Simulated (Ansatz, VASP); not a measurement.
# Two plane-wave programs on B

```
CELL_PARAMETERS angstrom
1.64434 -0.00006 -0.01539
0.00030 2.84039 0.02025
-0.81477 -0.09977 13.99930
ATOMIC_POSITIONS crystal
B 0.09207 0.24994 0.81307
B 0.01758 0.25005 0.37753
B 0.62940 0.74997 0.87798
B 0.48024 0.75002 0.31262
B 0.90793 0.75006 0.18693
B 0.51976 0.24998 0.68738
B 0.37060 0.25003 0.12202
B 0.98242 0.74995 0.62247
```

Change from the starting cell: the structure that the rattled hcp type (P6_3/mmc, No. 194) fell into.

Alike in both runs: functional PBEsol; k mesh 22 × 14 × 4; occupations gaussian, width 0.1 eV; no spin polarisation.

Ansatz relaxed the structure, and its values are those at the end. VASP's run is a single point on that final structure, the one shown.

```csv
,VASP,Ansatz
version,VASP 6.6.1,Ansatz 0.2.0
potentials or method,"VASP PAW PBE potentials, release 64 (B), cutoff 520 eV","scalar-relativistic, plane waves, PAW"
valence electrons in the cell,24,24
```

```tsv
	VASP	Ansatz	Ansatz less VASP
gap on the k mesh at the Fermi level (eV)	none	none	-
pressure (GPa)	0.2	0.0	-0.25
```

VASP's potentials were made for PBE, not for PBEsol. A gap of «none» marks a metal or a gap that the smearing closes.
